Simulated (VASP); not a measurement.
Write the native input for VASP 6.6.1 that does the following.

```
Task                   : single point
Functional             : PBE
Potentials or basis    : VASP PAW PBE potentials, release 64 (Li_sv, Ge_d, N)
Cutoff                 : 520 eV
k mesh                 : 12 × 12 × 4
Occupations            : gaussian, width 0.01 eV
Spin                   : no spin polarisation
Dipole correction      : no
Further INCAR settings : ALGO = Normal; EDIFF = 1e-06; NBANDS = 31
```

The structure of LiGeN lies in POSCAR:

```
LiGeN
1.0
    2.9870692135      0.0000000000      0.0000000000
   -1.4935346068      2.5868778218      0.0000000000
    0.0000000000      0.0000000000      9.3530577400
Li Ge N
2 2 2
Direct
    0.6666666667      0.3333333333      0.7431798159
    0.3333333333      0.6666666667      0.2431798159
    0.0000000000      0.0000000000      0.4988273199
    0.0000000000      0.0000000000      0.9988273199
    0.3333333333      0.6666666667      0.6026308642
    0.6666666667      0.3333333333      0.1026308642
```

These files were run (other wordings do the same):

INCAR

```
  PREC = Accurate
  ENCUT = 520
  EDIFF = 1E-6
  ISMEAR = 0
  SIGMA = 0.01
  LREAL = F
  LASPH = T
  NELM = 60
  ALGO = Normal
  ISIF = 2
  LWAVE = F
  LCHARG = T
  GGA = PE
  LELF = T
  LVHAR = T
  NBANDS = 31
```

KPOINTS

```
regular mesh
0
Gamma
  12 12 4
```

Potentials or basis: VASP PAW PBE potentials, release 64 (Li_sv, Ge_d, N).

The run is started by

```console
$ cat potpaw_PBE.64/Li_sv/POTCAR potpaw_PBE.64/Ge_d/POTCAR potpaw_PBE.64/N/POTCAR > POTCAR
$ mpirun -np 1 vasp_std > vasp.out
```

Results of the run:

```yaml
Largest_force: 0.468 eV/Å
Band_gap_on_the_k_mesh: 1.52 eV (least direct gap 2.48 eV)
```

It took 64 s on 1 thread of Intel(R) Xeon(R) 6975P-C (Granite Rapids), with other jobs on the host, peak memory 0.25 GiB.
